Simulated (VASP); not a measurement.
# Al (P6_3/mmc) in VASP: further runs, part 2 of 2

VASP 6.6.1. Earlier steps stand in the parts before.

## (3) Single point, PBEsol

This run uses another cell than the first one, of 19.27 Å³/atom.

The input, INCAR:

```
SYSTEM = Al
ALGO = Fast
EDIFF = 1E-6
ENCUT = 520
GGA = PS
ISIF = 2
ISMEAR = 0
LASPH = .TRUE.
LCHARG = .TRUE.
LELF = .TRUE.
LREAL = .FALSE.
LVHAR = .TRUE.
LWAVE = .FALSE.
NBANDS = 10
NELM = 60
PREC = Accurate
SIGMA = 0.15
```

The input, KPOINTS:

```
k-points
0
G
  18 18 10
  0 0 0
```

The input, POSCAR:

```
Al
1.0
    3.0492000000      0.0000000000      0.0000000000
   -1.5246000000      2.6406846612      0.0000000000
    0.0000000000      0.0000000000      4.7867000000
Al
2
Direct
    0.6666666667      0.3333333333      0.7500000000
    0.3333333333      0.6666666667      0.2500000000
```

Potentials or basis: VASP PAW PBE potentials, release 64 (Al).

Run with:

```sh
$ cat potpaw_PBE.64/Al/POTCAR > POTCAR
$ mpirun -np 1 vasp_std > vasp.out
```

It took 18 s on 1 thread of Intel Xeon 6975P-C (Granite Rapids), shared host; peak memory 0.19 GiB.

It converged, with:

```
Free energy            : -7.9237 eV
Pressure               : -8.8 GPa
Band gap on the k mesh : zero (bands 3 and 4 overlap by 7.42 eV)
```

Stress tensor (GPa, compression positive):
```
-9.26  0.00  0.00
 0.00 -9.26  0.00
 0.00  0.00 -7.91
```

Levels at points of the mesh, in eV from the Fermi level:
```
           k point  band 1  band 2  band 3  band 4  band 5  band 6  band 7
(0.00, 0.00, 0.00)  -10.07   -3.77   -3.69    8.76    8.76    9.67    9.67
(0.50, 0.00, 0.00)   -5.07   -4.62    0.68    1.26    1.63    1.76    4.54
(0.00, 0.00, 0.50)   -8.46   -8.46    3.84    3.84   10.11   10.11   10.11
(0.50, 0.00, 0.50)   -3.54   -3.54   -3.03   -3.03    5.95    5.95    7.15
```

Caveat: the cell stands under tension; the PAW data sets were made with another functional, which shifts forces and pressure a little.

## (4) Single point, PBEsol

This run uses another cell than the first one, of 19.35 Å³/atom.

The input, INCAR:

```
SYSTEM = Al
PREC     = Accurate       ! precision mode
ENCUT    = 520            ! plane-wave cutoff, eV
EDIFF    = 1E-7           ! SCF threshold, eV
ISMEAR   = 0              ! smearing method
SIGMA    = 0.15           ! smearing width, eV
LREAL    = .False.        ! projectors in reciprocal space
LASPH    = .True.         ! aspherical terms in the spheres
NELM     = 80             ! most SCF steps
ALGO     = Fast           ! electronic algorithm
ISIF     = 2              ! what is computed and relaxed
LWAVE    = .False.        ! write WAVECAR
LCHARG   = .False.        ! write CHGCAR
GGA      = PS             ! functional
NBANDS   = 10             ! bands
```

The input, KPOINTS:

```
Automatic mesh
0
Gamma
  18 18 10
  0 0 0
```

The input, POSCAR:

```
Al
1.0
    3.0093000000      0.0000000000      0.0000000000
   -1.5046500000      2.6061302476      0.0000000000
    0.0000000000      0.0000000000      4.9351000000
Al
2
Direct
    0.6666666667      0.3333333333      0.7500000000
    0.3333333333      0.6666666667      0.2500000000
```

Potentials or basis: VASP PAW PBE potentials, release 64 (Al).

Run with:

```sh
$ cat potpaw_PBE.64/Al/POTCAR > POTCAR
$ mpirun -np 1 vasp_std > vasp.out
```

OUTCAR:

```text
SYSTEM = Al
   PREC = Accurate
   ENCUT = 520
   EDIFF = 1E-7
   ISMEAR = 0
   LREAL = .False.
   LASPH = .True.
   NELM = 80
   ISIF = 2
   GGA = PS

 ion  position               nearest neighbor table
   1  0.667  0.333  0.750-   2 3.02   2 3.02   2 3.02   2 3.02   2 3.02   2 3.02
   2  0.333  0.667  0.250-   1 3.02   1 3.02   1 3.02   1 3.02   1 3.02   1 3.02

  LATTYP: Found a hexagonal cell.
 ALAT       =     3.0093000000
 C/A-ratio  =     1.6399494899

  Lattice vectors:

[... 504 lines left out ...]

  FORCE on cell =-STRESS in cart. coord.  units (eV):
  Direction    XX          YY          ZZ          XY          YZ          ZX
  --------------------------------------------------------------------------------------
  -------------------------------------------------------------------------------------
  Total       -2.1891956     -2.1891956     -2.1979323      0.0000000      0.0000000      0.0000000
  in kB      -90.6228221    -90.6228221    -90.9844817      0.0000000      0.0000000      0.0000000
  external PRESSURE =     -90.7433753 kB  Pullay stress =       0.0000000 kB

 VOLUME and BASIS-vectors are now :
 -----------------------------------------------------------------------------
  energy-cutoff  :      520.00
  volume of cell :       38.70
      direct lattice vectors                 reciprocal lattice vectors
     3.009300000  0.000000000  0.000000000     0.332303193  0.191855338  0.000000000
    -1.504650000  2.606130248  0.000000000     0.000000000  0.383710676  0.000000000
     0.000000000  0.000000000  4.935100000     0.000000000  0.000000000  0.202630139

 POSITION                                       TOTAL-FORCE (eV/Angst)
 -----------------------------------------------------------------------------------
      1.50465      0.86871      3.70133        -0.000000      0.000000      0.000000
     -0.00000      1.73742      1.23378         0.000000      0.000000      0.000000
 -----------------------------------------------------------------------------------
    total drift:                               -0.000000      0.000000     -0.000000

  FREE ENERGIE OF THE ION-ELECTRON SYSTEM (eV)
  ---------------------------------------------------
  free  energy   TOTEN  =        -7.9185499331 eV

  energy  without entropy=       -7.9066299460  energy(sigma->0) =       -7.91258994
```

It took 30 s on 1 thread of Intel Xeon 6975P-C (Granite Rapids), shared host; peak memory 0.2 GiB.

What came out:

| Item | Value |
| --- | --- |
| Free energy | -7.9185 eV |
| Pressure | -9.1 GPa |
| Band gap on the k mesh | zero (bands 3 and 4 overlap by 6.81 eV) |

Caveat: the cell stands under tension; the PAW data sets were made with another functional, which shifts forces and pressure a little.

## (5) Single point, PBEsol

This run uses another cell than the first one, of 19.57 Å³/atom.

The input, INCAR:

```
SYSTEM = Al
PREC = Accurate
ENCUT = 520
EDIFF = 1E-6
ISMEAR = 0
SIGMA = 0.15
LREAL = .FALSE.
LASPH = .TRUE.
NELM = 60
ALGO = Fast
ISIF = 2
LWAVE = .FALSE.
LCHARG = .TRUE.
GGA = PS
LELF = .TRUE.
LVHAR = .TRUE.
NBANDS = 10
```

The input, KPOINTS:

```
regular mesh
0
G
  18 18 10
  0 0 0
```

The input, POSCAR:

```
Al
1.0
    3.0492000000      0.0000000000      0.0000000000
   -1.5246000000      2.6406846612      0.0000000000
    0.0000000000      0.0000000000      4.8609000000
Al
2
Direct
    0.6666666667      0.3333333333      0.7500000000
    0.3333333333      0.6666666667      0.2500000000
```

Run with:

```sh
$ cat potpaw_PBE.64/Al/POTCAR > POTCAR
$ mpirun -np 1 vasp_std > vasp.out
```

It took 17 s on 1 thread of Intel Xeon 6975P-C (Granite Rapids), shared host; peak memory 0.19 GiB.

Results (log left out):

| Quantity | Value |
| --- | --- |
| Free energy | -7.8922 eV |
| Pressure | -9.4 GPa |
| Band gap on the k mesh | zero (bands 3 and 4 overlap by 7.12 eV) |

Stress tensor (GPa, compression positive):
```
-9.58  0.00  0.00
 0.00 -9.58  0.00
 0.00  0.00 -8.95
```

Levels at points of the mesh, in eV from the Fermi level:
```
           k point  band 1  band 2  band 3  band 4  band 5  band 6  band 7
(0.00, 0.00, 0.00)   -9.97   -3.86   -3.79    8.87    8.87    9.76    9.76
(0.50, 0.00, 0.00)   -4.97   -4.53    0.67    1.10    1.46    1.74    4.64
(0.00, 0.00, 0.50)   -8.41   -8.41    3.54    3.54   10.17   10.17   10.17
(0.50, 0.00, 0.50)   -3.48   -3.48   -2.99   -2.99    6.01    6.01    7.12
```

Caveat: the cell stands under tension; the PAW data sets were made with another functional, which shifts forces and pressure a little.

## (6) Summary

| cell | further INCAR settings | gap on the mesh (eV) | pressure (GPa) |
| --- | --- | --- | --- |
| a = 3.009, b = 3.009, c = 4.861 Å, angles 90.0, 90.0, 120.0°, 2 atoms | ALGO = Fast; EDIFF = 1e-07; NBANDS = 10 | none | -8.6 |
| a = 3.049, b = 3.049, c = 4.787 Å, angles 90.0, 90.0, 120.0°, 2 atoms | ALGO = Fast; EDIFF = 1e-06; NBANDS = 10 | none | -8.8 |
| a = 3.009, b = 3.009, c = 4.935 Å, angles 90.0, 90.0, 120.0°, 2 atoms | ALGO = Fast; EDIFF = 1e-07; NBANDS = 10 | none | -9.1 |
| a = 3.049, b = 3.049, c = 4.861 Å, angles 90.0, 90.0, 120.0°, 2 atoms | ALGO = Fast; EDIFF = 1e-06; NBANDS = 10 | none | -9.4 |

Alike in all rows: task single point; level PBEsol; potentials or basis VASP PAW PBE potentials, release 64 (Al); no spin polarisation; k mesh 18 × 18 × 10; cutoff (eV) 520; smearing gaussian 0.15 eV.

Caveats: the cell stands under tension; the PAW data sets were made with another functional, which shifts forces and pressure a little.

Absolute energies hang on the potentials; compare differences alone.
